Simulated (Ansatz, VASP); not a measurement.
**CoO in VASP and in Ansatz**

File INCAR:

```
  ALGO = Normal
  EDIFF = 1E-6
  ENCUT = 520
  GGA = PS
  GGA_COMPAT = False
  ISIF = 2
  ISMEAR = 0
  LASPH = True
  LCHARG = False
  LMAXMIX = 4
  LNONCOLLINEAR = True
  LORBIT = 11
  LORBMOM = True
  LREAL = False
  LSORBIT = True
  LWAVE = False
  MAGMOM = 1.732 1.732 1.732 0 0 0
  NBANDS = 27
  NELM = 150
  PREC = Accurate
  SIGMA = 0.1
```

KPOINTS

```
k-points
0
Gamma
  16 16 16
```

File POSCAR:

```
CoO
1.0
    2.5724609762      0.0000000000      0.0000000000
    0.0000000000      2.5724609762      0.0000000000
    0.0000000000      0.0000000000      2.5724609762
Co O
1 1
Direct
    0.0000000000      0.0000000000      0.0000000000
    0.5000000000      0.5000000000      0.5000000000
```

Input for Ansatz:

```yaml
crystal:
  lattice:
    - [2.5724609762, 0.0, 0.0]
    - [0.0, 2.5724609762, 0.0]
    - [0.0, 0.0, 2.5724609762]
  atoms:
    - { symbol: Co, position: [0.0, 0.0, 0.0], spin: 3.0, spin_axis: [0.57735027, 0.57735027, 0.57735027] }
    - { symbol: O, position: [0.5, 0.5, 0.5] }
basis:
  ecutwfc: 420
kpoints:
  mp_grid: { grid: [16, 16, 16] }
hamiltonian:
  xc: pbesol
scf:
  occupations: { method: gaussian, width: 0.1 }
  convergence: { dr2_threshold: 1.0e-10 }
output:
  forces: true
  stress: true
  eigenvalues: true
  populations: true
magnetization:
  noncollinear: true
  spin_orbit: true
```

Alike in both runs: task single point; functional PBEsol; k mesh 16 × 16 × 16; occupations gaussian, width 0.1 eV; non-collinear spin, spin-orbit coupling.

```csv
,VASP,Ansatz
version,VASP 6.6.1,Ansatz 0.2.0
potentials or method,"VASP PAW PBE potentials, release 64 (Co, O), cutoff 520 eV","plane waves, PAW"
valence electrons in the cell,15,23
```

Ansatz gave:

- pressure (GPa): 0.0
- net moment per atom (μB): 1.50

Which values does VASP return?

Pressure (GPa): -0.4; net moment per atom (μB): 1.50.

VASP's potentials were made for PBE, not for PBEsol. VASP's potentials hold 15 valence electrons a cell and Ansatz's 23, so a difference there can come from the potentials and not from the codes.
